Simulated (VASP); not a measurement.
# Al32O48F (a cell with a defect) in VASP: single point with PBE

Aim: the single point of Al32O48F (a cell with a defect) with PBE.

Program: VASP 6.6.1. These are calculated values, not measurements. Logs are shortened: lines on timing, memory, paths and dates and some standing lists are left out, and cuts for length are marked.

## Step 1: The cell of the first run

The cell holds a defect, 81 atoms: a = 10.361 Å, b = 10.361 Å, c = 10.361 Å, α = 55.29°, β = 55.29°, γ = 55.29°.

## Step 2: Single point, PBE

Input file INCAR:

```
SYSTEM = Al32O48F
  ALGO = Normal
  EDIFF = 1E-6
  ENCUT = 520
  GGA = PE
  GGA_COMPAT = .FALSE.
  ISIF = 2
  ISMEAR = -1
  LASPH = .TRUE.
  LCHARG = .FALSE.
  LREAL = Auto
  LWAVE = .FALSE.
  NBANDS = 242
  NELECT = 392.0
  NELM = 120
  PREC = Accurate
  SIGMA = 0.01
```

Input file KPOINTS:

```
Automatic mesh
0
Gamma
  1 1 1
  0.25 0.25 0.25
```

Input file POSCAR:

```
Al32O48F
1.0
    4.8078835200      2.7758328500      8.7484141900
   -4.8078835200      2.7758328500      8.7484141900
    0.0000000000     -5.5516656900      8.7484141900
Al O F
32 48 1
Direct
    0.3193216200      0.3198074100      0.3179460200
    0.4243046600      0.4244498900      0.4229634300
    0.0762733700      0.0767128200      0.0749214600
    0.1812065400      0.1813085500      0.1798879000
    0.3261707200      0.3219622900      0.8207748200
    0.4274057000      0.4278294100      0.9214058900
    0.0731246500      0.0733383000      0.5765003000
    0.1744550700      0.1792667200      0.6770150900
    0.3216966100      0.8223769300      0.3249888500
    0.4275263500      0.9231758900      0.4260920300
    0.0730398700      0.5780243800      0.0719124800
    0.1789089100      0.6788800800      0.1729194600
    0.3240347300      0.8259892000      0.8222511600
    0.4265564800      0.9277244200      0.9250606700
    0.0740814500      0.5735243000      0.5727754500
    0.1765474800      0.6752063500      0.6756743700
    0.8221580900      0.3265133300      0.3203377500
    0.9227067800      0.4277170100      0.4262424400
    0.5777862100      0.0734669200      0.0716439500
    0.6783948000      0.1746748600      0.1776352500
    0.8236768000      0.3241495500      0.8243629300
    0.9262415000      0.4270018500      0.9259817800
    0.5743150800      0.0741973500      0.5718831900
    0.6768714700      0.1769992800      0.6735727400
    0.8256105600      0.8239225600      0.3226312600
    0.9274165400      0.9266625700      0.4251729400
    0.5731435700      0.5745738900      0.0727878500
    0.6749840600      0.6772698900      0.1752538400
    0.8246508700      0.8250446100      0.8232644300
    0.9265278300      0.9267349600      0.9251366900
    0.5740451700      0.5745127400      0.5727387600
    0.6760031600      0.6761135500      0.6746425300
    0.2154746700      0.0072623100      0.3896415800
    0.4938728800      0.1098064200      0.2839001100
    0.0069532300      0.3911027600      0.2144228600
    0.3912146100      0.2156596700      0.0051030700
    0.1098693700      0.2851555800      0.4920574800
    0.2850122900      0.4941786100      0.1082416100
    0.2220365200      0.0307903500      0.8739512200
    0.4743110200      0.1246113000      0.7717761600
    0.0263249800      0.3765587800      0.7258871600
    0.3750310000      0.2216448100      0.5267634100
    0.1255230900      0.2796051500      0.9711137400
    0.2785486700      0.4704049800      0.6239153900
    0.2213599700      0.5283449900      0.3736153400
    0.4701250900      0.6255498500      0.2772083900
    0.0304790600      0.8756627800      0.2206751500
    0.3762710100      0.7277350200      0.0249498100
    0.1243484800      0.7735350300      0.4729004400
    0.2792432800      0.9728457400      0.1242957300
    0.2224214500      0.5278049700      0.8745817700
    0.4719853400      0.6275336600      0.7749997100
    0.0286603500      0.8735853500      0.7228917600
    0.3768440800      0.7172907100      0.5296341700
    0.1236957700      0.7839606800      0.9682343100
    0.2781672300      0.9732757900      0.6234109600
    0.7274483200      0.0265912700      0.3749052900
    0.9725255600      0.1259184400      0.2778802200
    0.5281159600      0.3753089300      0.2199650800
    0.8753098500      0.2223237800      0.0290716700
    0.6253007100      0.2788819900      0.4687489900
    0.7733100100      0.4745672600      0.1229976100
    0.7243044500      0.0288871500      0.8719336600
    0.9696304200      0.1239951400      0.7821589700
    0.5310177200      0.3773108300      0.7154967700
    0.8757980300      0.2227194900      0.5262990700
    0.6246538200      0.2784422800      0.9717173600
    0.7764225000      0.4722194200      0.6259456500
    0.7169844300      0.5313378900      0.3755518600
    0.9730022400      0.6250313400      0.2768242700
    0.5275362700      0.8761827400      0.2211276100
    0.8733690400      0.7244932300      0.0273075500
    0.6272641100      0.7766015800      0.4706173400
    0.7836352500      0.9698804700      0.1223056200
    0.7204710800      0.5294437200      0.8739553500
    0.9714702000      0.6256602800      0.7788219100
    0.5291867500      0.8754837000      0.7190531700
    0.8752638200      0.7207047500      0.5277810200
    0.6253661500      0.7804984700      0.9701111300
    0.7802146100      0.9717049200      0.6239705300
    0.2510879900      0.2505084200      0.2481240600
```

Potentials or basis: VASP PAW PBE potentials, release 64 (Al, O, F).

Run with:

```sh
cat potpaw_PBE.64/Al/POTCAR potpaw_PBE.64/O/POTCAR potpaw_PBE.64/F/POTCAR > POTCAR
mpirun -np 1 vasp_std > vasp.out
```

OUTCAR:

```text
SYSTEM = Al32O48F
   EDIFF = 1E-6
   ENCUT = 520
   GGA = PE
   ISIF = 2
   ISMEAR = -1
   LASPH = .TRUE.
   LREAL = Auto
   NELECT = 392.0
   NELM = 120
   PREC = Accurate

 ion  position               nearest neighbor table
   1  0.319  0.320  0.318-  81 1.81  37 1.95  38 1.95  34 1.95  45 2.07  59 2.07  42 2.07   2 2.75
                             8 2.86  12 2.86  20 2.86   6 3.22  10 3.22  18 3.22
   2  0.424  0.424  0.423-  61 1.89  44 1.89  46 1.89  42 1.96  59 1.96  45 1.97   1 2.75  27 2.81
                            15 2.81  23 2.81   5 3.26  17 3.26   9 3.26
   3  0.076  0.077  0.075-  60 1.89  39 1.89  47 1.89  43 1.96  58 1.96  50 1.97   4 2.75  26 2.81
                            14 2.81  22 2.81  12 3.26  20 3.26   8 3.26
   4  0.181  0.181  0.180-  81 1.81  33 1.95  35 1.95  36 1.95  50 2.07  58 2.07  43 2.07   3 2.75
                             9 2.86  17 2.86   5 2.86  19 3.22   7 3.22  11 3.22
   5  0.326  0.322  0.821-  44 1.87  43 1.87  40 1.88  36 1.88  65 2.02  51 2.02   6 2.69  24 2.81
                            16 2.83   4 2.86  14 3.22  22 3.26   2 3.26
   6  0.427  0.428  0.921-  38 1.87  52 1.87  67 1.88  51 1.98  65 2.00  36 2.03   5 2.69  31 2.79
                            19 2.84  11 2.84   1 3.22  21 3.24  13 3.26
   7  0.073  0.073  0.577-  33 1.87  53 1.87  66 1.88  56 1.98  64 2.00  37 2.03   8 2.69  30 2.79
                            18 2.84  10 2.84   4 3.22  24 3.24  16 3.26
   8  0.174  0.179  0.677-  39 1.87  41 1.87  42 1.87  37 1.89  64 2.01  56 2.02   7 2.69  21 2.81
                            13 2.83   1 2.86  15 3.22  23 3.26   3 3.26
   9  0.322  0.822  0.325-  46 1.87  49 1.87  50 1.88  33 1.88  54 2.01  71 2.02  10 2.69  16 2.81
                            28 2.83   4 2.86  26 3.22  14 3.26   2 3.26
  10  0.428  0.923  0.426-  34 1.87  73 1.87  56 1.88  71 1.98  54 2.00  33 2.03   9 2.69  31 2.79
                             7 2.84  19 2.84   1 3.22  13 3.24  25 3.26
  11  0.073  0.578  0.072-  35 1.87  72 1.87  51 1.88  70 1.98  55 2.00  38 2.03  12 2.69  30 2.79
                            18 2.84   6 2.84   4 3.22  16 3.24  28 3.26
  12  0.179  0.679  0.173-  47 1.87  48 1.87  45 1.88  38 1.88  55 2.01  70 2.02  11 2.69  13 2.80
                            25 2.83   1 2.86  27 3.22  15 3.26   3 3.26
  13  0.324  0.826  0.822-  55 1.87  56 1.87  52 1.88  77 1.99  48 1.99  39 2.00  14 2.69  12 2.80
[... 85 lines left out ...]
  79  0.625  0.780  0.970-  14 1.87  29 1.87  28 1.99  27 2.01
  80  0.780  0.972  0.624-  26 1.87  29 1.87  24 1.99  23 2.01
  81  0.251  0.251  0.248-   4 1.81   1 1.81

  LATTYP: Found a trigonal (rhomboedric) cell.
 ALAT       =    10.3612616410
 COS(alpha) =     0.5693617618

  Lattice vectors:

 A1 = (   4.8078835200,   2.7758328500,   8.7484141900)
 A2 = (  -4.8078835200,   2.7758328500,   8.7484141900)
 A3 = (   0.0000000000,  -5.5516656900,   8.7484141900)

Analysis of symmetry for initial positions (statically):
=====================================================================
 Subroutine PRICEL returns:
 Original cell was already a primitive cell.

[... 270 lines left out ...]
   ISMEAR =    -1;   SIGMA  =   0.01  broadening in eV -4-tet -1-fermi 0-gaus
   EFERMI_NEDOS =   21; number of points for ismear=-14 and -15
   IALGO  =     38    algorithm
   IMIX   =      4    mixing-type and parameters
     AMIX     =   0.40;   BMIX     =  1.00
     AMIX_MAG =   1.60;   BMIX_MAG =  1.00
  volume/ion in A,a.u.               =       8.65        58.36
  Fermi-wavevector in a.u.,A,eV,Ry     =   1.349049  2.549332 24.761677  1.819932
  Thomas-Fermi vector in A             =   2.476667
   LORBIT       =      0    0 simple, 1 ext, 2 COOP (PROOUT), +10 PAW based schemes
   GGA     = PE    functional components
   LHFCALC =     F    Hartree Fock is set to
   AEXX    =    0.0000 exact exchange contribution
   IVDW    =     0    specifies the selected vdW correction
   LEPSILON=     F    determine dielectric tensor
   LRPA    =     F    only Hartree local field effects (RPA)
 non-spin polarized calculation
  energy-cutoff  :      520.00
  volume of cell :      700.53
 maximum number of plane-waves:     18804
 NGX is ok and might be reduce to    80
   NGX = 39   NGY = 39   NGZ = 39

 number of electron     392.0000023 magnetization

 Free energy of the ion-electron system (eV)
  ---------------------------------------------------
  ext. energy  EPLUGINS =         0.00000000
  ---------------------------------------------------
  free energy    TOTEN  =      -590.15483980 eV

  energy without entropy =     -590.15483980  energy(sigma->0) =     -590.15483980

 E-fermi :   6.8391     XC(G=0): -11.6179

 val. band max:        6.5457940323   @ k =   0.2500   0.2500   0.2500
 cond. band min:      12.0878331521   @ k =   0.2500   0.2500   0.2500
 fundamental gap:      5.5420391198
 Fermi energy:         6.8391088929

 k-point     1 :       0.2500    0.2500    0.2500
  band No.  band energies     occupation
      1     -15.9507      2.00000
      2     -13.0475      2.00000
      3     -12.5618      2.00000
      4     -12.1647      2.00000
      5     -12.1647      2.00000
      6     -12.1363      2.00000
[... 200 lines left out ...]
    207      15.0792      0.00000
    208      15.0798      0.00000
 [bands above 208 left out]

------------------------ aborting loop because EDIFF is reached ----------------------------------------

  FORCE on cell =-STRESS in cart. coord.  units (eV):
  Direction    XX          YY          ZZ          XY          YZ          ZX
  --------------------------------------------------------------------------------------
  -------------------------------------------------------------------------------------
  Total       26.6394740     26.6709869     16.3187157     -0.0015980      0.0053289     -0.0023080
  in kB       60.9268035     60.9988762     37.3223278     -0.0036547      0.0121877     -0.0052785
  external PRESSURE =      53.0826692 kB  Pullay stress =       0.0000000 kB

 VOLUME and BASIS-vectors are now :
 -----------------------------------------------------------------------------
  energy-cutoff  :      520.00
  volume of cell :      700.53
      direct lattice vectors                 reciprocal lattice vectors
     4.807883520  2.775832850  8.748414190     0.103995864  0.060042040  0.038102144
    -4.807883520  2.775832850  8.748414190    -0.103995864  0.060042040  0.038102144
     0.000000000 -5.551665690  8.748414190     0.000000000 -0.120084080  0.038102144

 POSITION                                       TOTAL-FORCE (eV/Angst)
 -----------------------------------------------------------------------------------
     -0.00234      0.00899      8.37289         0.012151      0.004099      0.038009
     -0.00070      0.00785     11.12552        -0.003987      0.006548      0.003666
     -0.00211      0.00873      1.99383         0.004140     -0.001513     -0.003123
     -0.00049      0.00760      4.74517        -0.002013      0.013602     -0.032874
      0.02023     -2.75756     12.85061         0.005725     -0.003581     -0.000228
     -0.00204     -2.74135     15.54279        -0.015883     -0.000419      0.002837
[... 73 lines left out ...]
     -0.92066      1.39896     20.78527        -0.020019      0.002728      0.001020
      0.00279      0.01485      6.55887        -0.010073     -0.019302      0.003367
 -----------------------------------------------------------------------------------
    total drift:                               -0.006670      0.026968     -0.004270

  FREE ENERGIE OF THE ION-ELECTRON SYSTEM (eV)
  ---------------------------------------------------
  free  energy   TOTEN  =      -590.1548398003 eV

  energy  without entropy=     -590.1548398003  energy(sigma->0) =     -590.15483980
```

Run time: 9.4 min. Hardware: 1 thread of Intel Xeon 8259CL, shared host; peak memory 1 GiB.

What came out:

```yaml
Free_energy: -590.1548 eV
Largest_force: 0.040 eV/Å
```

Forces in eV/Å, atoms in the order of the input:
```
Al   0.012  0.004  0.038
Al  -0.004  0.007  0.004
Al   0.004 -0.002 -0.003
Al  -0.002  0.014 -0.033
Al   0.006 -0.004  0.000
Al  -0.016  0.000  0.003
Al   0.015  0.003 -0.005
Al   0.000  0.006 -0.012
Al  -0.012  0.007  0.000
Al   0.011  0.012  0.002
Al  -0.006 -0.009  0.000
Al   0.010 -0.010 -0.001
Al   0.002 -0.003 -0.004
Al   0.006  0.002  0.001
Al  -0.005 -0.006 -0.008
Al   0.003  0.002  0.002
Al   0.006  0.005  0.005
Al   0.012 -0.008  0.006
Al  -0.005  0.014 -0.001
Al   0.001 -0.002 -0.002
Al  -0.005  0.002  0.001
Al   0.007  0.004  0.007
Al  -0.004 -0.002 -0.005
Al   0.005 -0.001  0.002
Al   0.001  0.003  0.003
Al   0.001 -0.005  0.005
Al   0.006  0.011 -0.010
Al  -0.003 -0.004  0.001
Al   0.006 -0.003 -0.001
Al  -0.002  0.004  0.005
Al   0.005  0.003 -0.007
Al  -0.005  0.002  0.001
O    0.016  0.003 -0.001
O   -0.004  0.014 -0.002
O   -0.002 -0.009 -0.004
O   -0.012 -0.002  0.004
O    0.002 -0.014  0.006
O   -0.010 -0.001  0.000
O    0.017  0.002  0.003
O    0.011  0.020 -0.007
O   -0.013 -0.021  0.013
O   -0.016  0.016 -0.008
O    0.016 -0.015  0.002
O   -0.020  0.001 -0.001
O    0.018  0.010 -0.003
O    0.009  0.016  0.002
O   -0.009 -0.014 -0.002
O   -0.010  0.019  0.008
O    0.013 -0.022 -0.009
O   -0.019 -0.009 -0.002
O    0.025  0.000  0.006
O    0.007  0.017  0.005
O   -0.010 -0.018 -0.002
O   -0.015  0.016  0.005
O    0.013 -0.017 -0.001
O   -0.030  0.000 -0.003
O    0.022  0.001  0.005
O    0.005  0.020  0.000
O   -0.006 -0.022 -0.001
O   -0.012  0.014  0.001
O    0.012 -0.017 -0.004
O   -0.028 -0.002 -0.009
O    0.015  0.001 -0.002
O    0.010  0.016  0.000
O   -0.011 -0.025  0.001
O   -0.016  0.026  0.005
O    0.016 -0.025 -0.006
O   -0.020 -0.004  0.004
O    0.022  0.002  0.001
O    0.014  0.025 -0.007
O   -0.013 -0.023  0.007
O   -0.011  0.017 -0.003
O    0.012 -0.017  0.006
O   -0.021 -0.004 -0.001
O    0.014 -0.003 -0.006
O    0.007  0.015 -0.002
O   -0.008 -0.015  0.001
O   -0.005  0.015 -0.001
O    0.006 -0.016 -0.001
O   -0.020  0.003  0.001
F   -0.010 -0.019  0.003
```

Caveat: the k points lie up to 0.79 Å⁻¹ apart; the cell carries a net charge on a neutralising background, which shifts energy and pressure; the cell is charged against a uniform background, so pressure and absolute levels hang on convention.
